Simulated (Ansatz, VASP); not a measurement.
# Cu: VASP beside Ansatz

```
Cu
1.0
    -1.47109    1.47109    1.40307
     1.47109   -1.47109    1.40307
     1.47109    1.47109   -1.40307
Cu
1
Cartesian
  0.0000 0.0000 0.0000
```

Change from the starting cell: volume scaled by 1.06.

Alike in both runs: task single point; functional PBE; k mesh 13 × 13 × 13; occupations fermi-dirac, width 0.05 eV; no spin polarisation.

```csv
,VASP,Ansatz
version,VASP 6.6.1,Ansatz 0.2.0
potentials or method,"VASP PAW PBE potentials, release 64 (Cu), cutoff 520 eV","all-electron LAPW, scalar-relativistic"
```

Ansatz gave:

```
gap on the k mesh at the Fermi level (eV)                     : none
pressure (GPa)                                                : -1.5
traceless stress, the component that is largest in VASP (GPa) : -0.29
```

What did VASP give for the same quantities?

gap on the k mesh at the Fermi level (eV): none; pressure (GPa): -0.9; traceless stress, the component that is largest in VASP (GPa): -0.33.

A gap of «none» marks a metal or a gap that the smearing closes. Ansatz ran all-electron here, and VASP with PAW potentials.
